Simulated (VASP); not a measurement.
Wanted: the native input for a VASP 6.6.1 run.

- Task: single point
- Functional: PBE
- Potentials or basis: VASP PAW PBE potentials, release 64 (Li_sv, Bi_d, Se)
- Cutoff: 520 eV
- k mesh: 6 × 6 × 6
- Occupations: gaussian, width 0.01 eV
- Spin: no spin polarisation
- Dipole correction: no
- Further INCAR settings: ALGO = Normal; EDIFF = 1e-07; NBANDS = 23

The structure of LiBiSe2 lies in POSCAR:

```
LiBiSe2
1.0
    2.0489408474      1.1829565498      6.5548746070
   -2.0489408474      1.1829565498      6.5548746070
    0.0000000000     -2.3659130996      6.5548746070
Li Bi Se
1 1 2
Direct
    1.0000000000      0.0000000000      0.0000000000
    0.5000000000      0.5000000000      0.5000000000
    0.2550503263      0.2550503263      0.2550503263
    0.7449496737      0.7449496737      0.7449496737
```

These files were run (other wordings do the same):

INCAR

```
SYSTEM = LiBiSe2
PREC     = Accurate       ! precision mode
ENCUT    = 520            ! plane-wave cutoff, eV
EDIFF    = 1E-7           ! SCF threshold, eV
ISMEAR   = 0              ! smearing method
SIGMA    = 0.01           ! smearing width, eV
LREAL    = .False.        ! projectors in reciprocal space
LASPH    = .True.         ! aspherical terms in the spheres
NELM     = 80             ! most SCF steps
ALGO     = Normal         ! electronic algorithm
ISIF     = 2              ! what is computed and relaxed
LWAVE    = .False.        ! write WAVECAR
LCHARG   = .False.        ! write CHGCAR
GGA      = PE             ! functional
NBANDS   = 23             ! bands
```

KPOINTS

```
regular mesh
0
Gamma
  6 6 6
  0 0 0
```

Potentials or basis: VASP PAW PBE potentials, release 64 (Li_sv, Bi_d, Se).

Launch:

```sh
$ cat potpaw_PBE.64/Li_sv/POTCAR potpaw_PBE.64/Bi_d/POTCAR potpaw_PBE.64/Se/POTCAR > POTCAR
$ mpirun -np 1 vasp_std > vasp.out
```

Results of the run:

```yaml
Largest_force: 0.189 eV/Å
Band_gap_on_the_k_mesh: 1.02 eV
```

Caveat: spin-orbit coupling is left out, which moves the levels of the heavy elements.

It took 2.3 min on 1 thread of Intel(R) Xeon(R) 6975P-C (Granite Rapids), on a shared host, peak memory 0.42 GiB.
